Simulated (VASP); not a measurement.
# Al32Cu (a cell with a defect) in VASP: notebook

Al32Cu (a cell with a defect) is run at these levels: PBEsol; tasks: single point.

All numbers are computed with VASP 6.6.1; they aren't measurements. Logs are shortened: lines on timing, memory, paths and dates and some standing lists are left out, and cuts for length are marked.

**1. The cell of the first run**

The cell holds a defect, 33 atoms: a = 8.100 Å, b = 8.100 Å, c = 8.100 Å, α = 90.00°, β = 90.00°, γ = 90.00°.

**2. Single point, PBEsol**

Contents of INCAR:

```
  ALGO = Normal
  EDIFF = 1E-7
  ENCUT = 520
  GGA = PS
  ISIF = 2
  ISMEAR = 0
  LASPH = True
  LCHARG = False
  LREAL = Auto
  LWAVE = False
  NBANDS = 76
  NELM = 60
  PREC = Accurate
  SIGMA = 0.15
```

Contents of KPOINTS:

```
k-points
0
Gamma
  2 2 2
```

Contents of POSCAR:

```
Al32Cu
1.0
    8.1000000000      0.0000000000      0.0000000000
    0.0000000000      8.1000000000      0.0000000000
    0.0000000000      0.0000000000      8.1000000000
Al Cu
32 1
Direct
    0.5060014815      0.0055793827      0.0035414815
    0.7497555556      0.2515808642      0.0013940741
    0.7497735802      0.0150070370      0.2463838272
   -0.0064428395      0.0055708642      0.0035285185
    0.2496992593      0.2594118519      0.0074030864
    0.5054848148      0.5028822222     -0.0047379012
    0.7497228395      0.7527307407     -0.0058695062
    0.2498177778     -0.0242713580      0.2274559259
    0.4870925926      0.2558514815      0.2604466667
    0.7497082716      0.4964261728      0.2428416049
    0.5232092593     -0.0109101235      0.5015335802
    0.7496762963      0.2500325926      0.5044246914
    0.7497438272     -0.0007486420      0.7563990123
   -0.0059864198      0.5027937037     -0.0046492593
    0.2496734568      0.7542383951     -0.0312276543
    0.0123167901      0.2557577778      0.2604324691
    0.2499138272      0.5550922222      0.2068860494
    0.5206698765      0.7591918519      0.2433569136
   -0.0239766667     -0.0108850617      0.5015409877
    0.2495590123      0.1525293827      0.5033138272
    0.5265123457      0.5068230864      0.5035475309
    0.7497051852      0.7489674074      0.5022514815
    0.2498264198      0.0062779012      0.7790787654
    0.5050938272      0.2458083951      0.7529906173
    0.7496796296      0.4995875309      0.7573441975
   -0.0210835802      0.7591381481      0.2434092593
   -0.0271617284      0.5066890123      0.5036258025
    0.2496543210      0.7636072840      0.5078112346
   -0.0056733333      0.2456575309      0.7530487654
    0.2497456790      0.4920609877      0.7534098765
    0.5057196296      0.7531111111      0.7509022222
   -0.0063109877      0.7531922222      0.7508685185
    0.2496820988      0.4303802469      0.4575803704
```

Potentials or basis: VASP PAW PBE potentials, release 64 (Al, Cu).

Run with:

```sh
> cat potpaw_PBE.64/Al/POTCAR potpaw_PBE.64/Cu/POTCAR > POTCAR
> mpirun -np 1 vasp_std > vasp.out
```

OUTCAR:

```text
EDIFF = 1E-7
   ENCUT = 520
   GGA = PS
   ISIF = 2
   ISMEAR = 0
   LASPH = True
   LREAL = Auto
   NELM = 60
   PREC = Accurate

 ion  position               nearest neighbor table
   1  0.506  0.006  0.004-  23 2.76   8 2.77  18 2.79   3 2.79   2 2.81  24 2.81  13 2.81   7 2.85
                            31 2.89   9 2.91  15 2.92   5 2.92
   2  0.750  0.252  0.001-   3 2.76  10 2.79   1 2.81   4 2.81  25 2.82  29 2.82  24 2.82  14 2.84
                             6 2.84  13 2.85  16 2.99   9 2.99
   3  0.750  0.015  0.246-   2 2.76  19 2.77  11 2.77  18 2.78  26 2.78   1 2.79   4 2.79  12 2.83
                            16 2.89   9 2.89   7 2.95  22 2.99
   4  0.994  0.006  0.004-  23 2.76   8 2.77  26 2.79   3 2.79   2 2.81  29 2.81  13 2.81   7 2.85
                            32 2.89  16 2.91  15 2.92   5 2.92
   5  0.250  0.259  0.007-  23 2.76  30 2.79  16 2.81   9 2.81  14 2.86   6 2.86  17 2.89   8 2.91
                             4 2.92  29 2.92   1 2.92  24 2.92
   6  0.505  0.503  0.995-  17 2.72  25 2.76  10 2.82   7 2.83  31 2.83   2 2.84  30 2.85  24 2.86
                             5 2.86  18 2.89  15 2.91   9 2.94
   7  0.750  0.753  0.994-  18 2.74  26 2.74  13 2.77  32 2.79  31 2.79  25 2.81   6 2.83  14 2.83
                             1 2.85   4 2.85  10 2.89   3 2.95
   8  0.250  0.976  0.227-  20 2.65  15 2.76   1 2.77   4 2.77  18 2.81  26 2.81  28 2.85   5 2.91
                             9 2.99  16 2.99  11 3.14  19 3.14
   9  0.487  0.256  0.260-   5 2.81  21 2.85  33 2.87  20 2.88  10 2.89   3 2.89  12 2.90   1 2.91
                            11 2.93   6 2.94   8 2.99   2 2.99  17 3.12
  10  0.750  0.496  0.243-  21 2.78  27 2.78   2 2.79  14 2.82   6 2.82  18 2.82  26 2.82   9 2.89
                            16 2.89   7 2.89  12 2.91  22 2.93
  11  0.523  0.989  0.502-  20 2.58  22 2.67  13 2.76   3 2.77  31 2.78  12 2.80  18 2.80  28 2.87
                            24 2.91   9 2.93   8 3.14  23 3.16
  12  0.750  0.250  0.504-  27 2.75  21 2.76  19 2.80  11 2.80  24 2.82  29 2.83   3 2.83  25 2.88
                            13 2.88   9 2.90  16 2.90  10 2.91
  13  0.750  0.999  0.756-  19 2.76  11 2.76   7 2.77  32 2.81  31 2.81   1 2.81  29 2.81   4 2.81
                            24 2.81   2 2.85  12 2.88  22 2.89
  14  0.994  0.503  0.995-  17 2.72  25 2.76  10 2.82   7 2.83  32 2.83   2 2.84  30 2.85   5 2.86
                            29 2.86  26 2.89  15 2.91  16 2.94
  15  0.250  0.754  0.969-  17 2.51  23 2.56  32 2.72  31 2.72  30 2.75   8 2.76  14 2.91   6 2.91
                             4 2.92   1 2.92  26 3.12  18 3.13
  16  0.012  0.256  0.260-   5 2.81  27 2.85  33 2.87  20 2.87   3 2.89  10 2.89  12 2.90   4 2.91
                            19 2.93  14 2.94   8 2.99   2 2.99  17 3.13
  17  0.250  0.555  0.207-  33 2.27  15 2.51   6 2.72  14 2.72  18 2.76  26 2.76   5 2.89  28 2.97
                             9 3.12  16 3.13  21 3.31  27 3.31
  18  0.521  0.759  0.243-   7 2.74  17 2.76   3 2.78   1 2.79  11 2.80  22 2.80   8 2.81  10 2.82
                             6 2.89  21 2.94  28 3.07  15 3.13
  19  0.976  0.989  0.502-  20 2.58  22 2.67  13 2.76   3 2.77  32 2.78  12 2.80  26 2.80  28 2.87
                            29 2.91  16 2.93   8 3.14  23 3.16
  20  0.250  0.153  0.503-  33 2.28  23 2.53  19 2.58  11 2.58   8 2.65  16 2.87   9 2.88  29 2.99
                            24 2.99  28 3.15
  21  0.527  0.507  0.504-  33 2.36  22 2.67  25 2.74  12 2.76  10 2.78  31 2.83   9 2.85  24 2.93
                            18 2.94  30 3.02  28 3.06  17 3.31
  22  0.750  0.749  0.502-  21 2.67  27 2.67  19 2.67  11 2.67  18 2.80  26 2.80  32 2.82  31 2.82
                            13 2.89  25 2.89  10 2.93   3 2.99
  23  0.250  0.006  0.779-  20 2.53  15 2.56   1 2.76   4 2.76   5 2.76  24 2.84  29 2.84  31 2.92
                            32 2.93  28 2.95  11 3.16  19 3.16
  24  0.505  0.246  0.753-   1 2.81  13 2.81   2 2.82  12 2.82  23 2.84  25 2.86   6 2.86  30 2.87
                            11 2.91   5 2.92  21 2.93  20 2.99
  25  0.750  0.500  0.757-  27 2.74  21 2.74   6 2.76  14 2.76   7 2.81   2 2.82  31 2.85  32 2.85
                            24 2.86  29 2.86  12 2.88  22 2.89
  26  0.979  0.759  0.243-   7 2.74  17 2.76   3 2.78   4 2.79  19 2.80  22 2.80   8 2.81  10 2.82
                            14 2.89  27 2.94  28 3.07  15 3.12
  27  0.973  0.507  0.504-  33 2.36  22 2.67  25 2.74  12 2.75  10 2.78  32 2.83  16 2.85  29 2.93
                            26 2.94  30 3.02  28 3.06  17 3.31
  28  0.250  0.764  0.508-  33 2.73   8 2.85  32 2.86  31 2.86  11 2.87  19 2.87  23 2.95  17 2.97
                            30 2.97  21 3.06  27 3.06  26 3.07  18 3.07  20 3.15
  29  0.994  0.246  0.753-   4 2.81  13 2.81   2 2.82  12 2.83  23 2.84  25 2.86  14 2.86  30 2.87
                            19 2.91   5 2.92  27 2.93  20 2.99
  30  0.250  0.492  0.753-  33 2.45  15 2.75   5 2.79   6 2.85  14 2.85  24 2.87  29 2.87  31 2.96
                            32 2.96  28 2.97  21 3.02  27 3.02
  31  0.506  0.753  0.751-  15 2.72  11 2.78   7 2.79  13 2.81  22 2.82  21 2.83   6 2.83  25 2.85
                            28 2.86   1 2.89  23 2.92  30 2.96
  32  0.994  0.753  0.751-  15 2.72  19 2.78   7 2.79  13 2.81  22 2.82  27 2.83  14 2.83  25 2.85
                            28 2.86   4 2.89  23 2.93  30 2.96
  33  0.250  0.430  0.458-  17 2.27  20 2.28  27 2.36  21 2.36  30 2.45  28 2.73   9 2.87  16 2.87

  LATTYP: Found a simple cubic cell.
 ALAT       =     8.1000000000

  Lattice vectors:

 A1 = (   8.1000000000,   0.0000000000,   0.0000000000)
 A2 = (   0.0000000000,   8.1000000000,   0.0000000000)
 A3 = (   0.0000000000,   0.0000000000,   8.1000000000)

Analysis of symmetry for initial positions (statically):
=====================================================================
 Subroutine PRICEL returns:
[... 150 lines left out ...]
   k-points           NKPTS =      8   k-points in BZ     NKDIM =      8   number of bands    NBANDS=     76
   number of dos      NEDOS =    301   number of ions     NIONS =     33
   total plane-waves  NPLWV = 216000
   dimension x,y,z NGX =    60 NGY =   60 NGZ =   60
   dimension x,y,z NGXF=   120 NGYF=  120 NGZF=  120
   ions per type =              32   1
   NGX,Y,Z   is equivalent  to a cutoff of  12.31, 12.31, 12.31 a.u.
   NGXF,Y,Z  is equivalent  to a cutoff of  24.63, 24.63, 24.63 a.u.
 SYSTEM =  unknown system
   PREC   = accura    normal or accurate (medium, high low for compatibility)
   ISTART =      0    job   : 0-new  1-cont  2-samecut
   ICHARG =      2    charge: 1-file 2-atom 10-const
   ISPIN  =      1    spin polarized calculation?
   LNONCOLLINEAR =      F non collinear calculations
   LSORBIT =      F    spin-orbit coupling
   LASPH  =      T    aspherical Exc in radial PAW
   ENCUT  =  520.0 eV  38.22 Ry    6.18 a.u.  15.06 15.06 15.06*2*pi/ulx,y,z
   NELM   =     60;   NELMIN=  2; NELMDL= -5     # of ELM steps
   EDIFF  = 0.1E-06   stopping-criterion for ELM
   LREAL  =      T    real-space projection
   EDIFFG = 0.1E-05   stopping-criterion for IOM
   NSW    =      0    number of steps for IOM
   IBRION =     -1    ionic relax: 0-MD 1-quasi-New 2-CG
   NFREE  =      0    steps in history (QN), initial steepest desc. (CG)
   ISIF   =      2    stress and relaxation
   ISYM   =      2    0-nonsym 1-usesym 2-fastsym
   POTIM  = 0.5000    time-step for ionic-motion
   TEBEG  =    0.0;   TEEND  =   0.0 temperature during run
   PSTRESS=    0.0 pullay stress
   NELECT =     107.0000    total number of electrons
   NUPDOWN=      -1.0000    fix difference up-down
   EMIN   =  10.00;   EMAX   =-10.00  energy-range for DOS
   EFERMI =   0.00;   METHOD = LEGACY
   ISMEAR =     0;   SIGMA  =   0.15  broadening in eV -4-tet -1-fermi 0-gaus
   EFERMI_NEDOS =   21; number of points for ismear=-14 and -15
   IALGO  =     38    algorithm
   IMIX   =      4    mixing-type and parameters
     AMIX     =   0.40;   BMIX     =  1.00
     AMIX_MAG =   1.60;   BMIX_MAG =  1.00
  volume/ion in A,a.u.               =      16.10       108.68
  Fermi-wavevector in a.u.,A,eV,Ry     =   0.959513  1.813218 12.526422  0.920666
  Thomas-Fermi vector in A             =   2.088716
   LORBIT       =      0    0 simple, 1 ext, 2 COOP (PROOUT), +10 PAW based schemes
   GGA     = PS    functional components
   LHFCALC =     F    Hartree Fock is set to
   AEXX    =    0.0000 exact exchange contribution
   IVDW    =     0    specifies the selected vdW correction
   LEPSILON=     F    determine dielectric tensor
   LRPA    =     F    only Hartree local field effects (RPA)
 non-spin polarized calculation
 Gauss-broadening in eV      SIGMA  =   0.15
  energy-cutoff  :      520.00
  volume of cell :      531.44
 maximum number of plane-waves:     14400
   NGX = 31   NGY = 31   NGZ = 31

 number of electron     106.9999997 magnetization

 Free energy of the ion-electron system (eV)
  ---------------------------------------------------
  ext. energy  EPLUGINS =         0.00000000
  ---------------------------------------------------
  free energy    TOTEN  =      -134.07070932 eV

  energy without entropy =     -133.91722709  energy(sigma->0) =     -133.99396821

 E-fermi :   7.7876     XC(G=0): -10.3623

 val. band max:        7.7561568471   @ k =   0.0000   0.0000   0.5000
 cond. band min:       7.8029551292   @ k =   0.0000   0.0000   0.5000
 fundamental gap:      0.0467982821
 Fermi energy:         7.7875589971

 k-point     1 :       0.0000    0.0000    0.0000
  band No.  band energies     occupation
      1      -3.1197      2.00000
      2      -1.0512      2.00000
      3      -0.9734      2.00000
      4      -0.8611      2.00000
      5      -0.8292      2.00000
      6      -0.7893      2.00000
[... 533 lines left out ...]
     64      11.1740      0.00000
     65      11.2046      0.00000
 [bands above 65 left out]

------------------------ aborting loop because EDIFF is reached ----------------------------------------

  FORCE on cell =-STRESS in cart. coord.  units (eV):
  Direction    XX          YY          ZZ          XY          YZ          ZX
  --------------------------------------------------------------------------------------
  -------------------------------------------------------------------------------------
  Total        5.5162864      5.2911059      6.7149224      0.0072763     -3.3530358     -0.0065544
  in kB       16.6303860     15.9515167     20.2440091      0.0219364    -10.1086628     -0.0197601
  external PRESSURE =      17.6086373 kB  Pullay stress =       0.0000000 kB

 VOLUME and BASIS-vectors are now :
 -----------------------------------------------------------------------------
  energy-cutoff  :      520.00
  volume of cell :      531.44
      direct lattice vectors                 reciprocal lattice vectors
     8.100000000  0.000000000  0.000000000     0.123456790  0.000000000  0.000000000
     0.000000000  8.100000000  0.000000000     0.000000000  0.123456790  0.000000000
     0.000000000  0.000000000  8.100000000     0.000000000  0.000000000  0.123456790

 POSITION                                       TOTAL-FORCE (eV/Angst)
 -----------------------------------------------------------------------------------
      4.09861      0.04519      0.02869        -0.014217     -0.000787     -0.016069
      6.07302      2.03781      0.01129        -0.002793     -0.011970      0.019690
      6.07317      0.12156      1.99571        -0.001565     -0.018401     -0.002647
      8.04781      0.04512      0.02858         0.014818     -0.003713     -0.014041
      2.02256      2.10124      0.05996         0.002946     -0.067342     -0.068984
      4.09443      4.07335      8.06162         0.000533     -0.022822     -0.011915
[... 25 lines left out ...]
      8.04888      6.10086      6.08203         0.018472      0.019987      0.015499
      2.02243      3.48608      3.70640         0.000124      0.224761      0.356616
 -----------------------------------------------------------------------------------
    total drift:                               -0.009635     -0.017245     -0.001968

  FREE ENERGIE OF THE ION-ELECTRON SYSTEM (eV)
  ---------------------------------------------------
  free  energy   TOTEN  =      -134.0707093219 eV

  energy  without entropy=     -133.9172270884  energy(sigma->0) =     -133.99396821
```

Wall time 16 min (1 thread of Intel Xeon 8259CL, shared host); peak memory 0.59 GiB.

Results:

```
Free energy            : -134.0707 eV
Pressure               : 1.8 GPa
Largest force          : 0.422 eV/Å
Band gap on the k mesh : zero (an odd number of electrons rules out a gap without spin polarisation)
```

Forces in eV/Å, atoms in the order of the input:
```
Al  -0.014 -0.001 -0.016
Al  -0.003 -0.012  0.020
Al  -0.002 -0.018 -0.003
Al   0.015 -0.004 -0.014
Al   0.003 -0.067 -0.069
Al   0.001 -0.023 -0.012
Al   0.002 -0.005  0.010
Al  -0.001  0.039  0.016
Al  -0.066  0.025  0.007
Al   0.002  0.009 -0.010
Al  -0.047 -0.004 -0.023
Al  -0.003 -0.040 -0.023
Al  -0.003 -0.007 -0.018
Al   0.001 -0.020 -0.013
Al   0.000  0.072  0.082
Al   0.066  0.027  0.007
Al  -0.003 -0.287 -0.124
Al  -0.068 -0.019 -0.016
Al   0.049 -0.006 -0.024
Al   0.004  0.062 -0.079
Al   0.115  0.015  0.033
Al   0.000  0.060 -0.022
Al   0.001 -0.046 -0.112
Al  -0.007 -0.005 -0.014
Al   0.003  0.008  0.012
Al   0.067 -0.020 -0.018
Al  -0.116  0.016  0.033
Al  -0.001 -0.092 -0.097
Al   0.006  0.001 -0.016
Al  -0.003  0.071  0.117
Al  -0.018  0.027  0.013
Al   0.018  0.020  0.015
Cu   0.000  0.225  0.357
```

Stress tensor (GPa, compression positive):
```
 1.66  0.00  0.00
 0.00  1.60 -1.01
 0.00 -1.01  2.02
```

Levels at points of the mesh, in eV from the Fermi level:
| k point | band 49 | band 50 | band 51 | band 52 | band 53 | band 54 | band 55 | band 56 | band 57 | band 58 |
| --- | --- | --- | --- | --- | --- | --- | --- | --- | --- | --- |
| (0.00, 0.00, 0.00) | -0.36 | -0.29 | 0.06 | 0.16 | 0.33 | 0.42 | 0.54 | 0.54 | 1.02 | 1.11 |
| (0.50, 0.00, 0.00) | -0.67 | -0.28 | -0.19 | -0.13 | -0.13 | -0.11 | 0.12 | 0.13 | 0.33 | 1.17 |
| (0.00, 0.50, 0.00) | -0.55 | -0.32 | -0.20 | -0.18 | -0.17 | -0.06 | -0.05 | 0.08 | 0.45 | 0.98 |
| (0.00, 0.00, 0.50) | -0.63 | -0.29 | -0.22 | -0.17 | -0.08 | -0.03 | 0.02 | 0.17 | 0.30 | 1.04 |
| (0.50, 0.50, 0.00) | -0.87 | -0.37 | -0.27 | -0.20 | 0.08 | 0.78 | 0.92 | 0.95 | 0.99 | 1.09 |
| (0.00, 0.50, 0.50) | -0.93 | -0.36 | -0.30 | -0.18 | 0.16 | 0.84 | 0.90 | 0.99 | 1.01 | 1.06 |
| (0.50, 0.00, 0.50) | -0.79 | -0.30 | -0.28 | -0.23 | -0.12 | 0.76 | 0.83 | 0.95 | 1.02 | 1.12 |
| (0.50, 0.50, 0.50) | -0.60 | -0.59 | -0.55 | -0.53 | -0.45 | -0.41 | -0.38 | -0.37 | -0.28 | -0.26 |

Caveat: the k points lie up to 0.39 Å⁻¹ apart, too coarse for converged energies and pressures of a metal; the PAW data sets were made with another functional, which shifts forces and pressure a little.

(Part 1 of 2 ends here.)

The gap in the log of VASP goes by the Fermi energy; the results here count the filled bands.